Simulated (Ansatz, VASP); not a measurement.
TiAl3: VASP beside Ansatz

```
Ti Al
1.0
    -1.84577    1.84577    4.31140
     1.84577   -1.84577    4.31140
     1.84577    1.84577   -4.31140
Ti Al
1 3
Direct
  0.00000 0.00000 0.00000
  0.50000 0.50000 0.00000
  0.75000 0.25000 0.50000
  0.25000 0.75000 0.50000
```

Change from the starting cell: strain -0.040 along x and y, +0.000 along z, atoms carried along.

Alike in both runs: task single point; functional PBE; k mesh 18 × 18 × 18; occupations gaussian, width 0.15 eV; no spin polarisation.

```csv
,VASP,Ansatz
version,VASP 6.6.1,Ansatz 0.2.0
potentials or method,"VASP PAW PBE potentials, release 64 (Ti_sv, Al), cutoff 500 eV","scalar-relativistic, plane waves, PAW"
valence electrons in the cell,21,21
```

|  | VASP | Ansatz | Ansatz less VASP |
| --- | --- | --- | --- |
| gap on the k mesh at the Fermi level (eV) | none | none | - |
| pressure (GPa) | 10.5 | 10.5 | +0.03 |
| traceless stress, the component that is largest in VASP (GPa) | -6.52 | -6.51 | +0.005 |

A gap of «none» marks a metal or a gap that the smearing closes. The functional is the same, so the differences come from potentials, cutoffs and numerics.
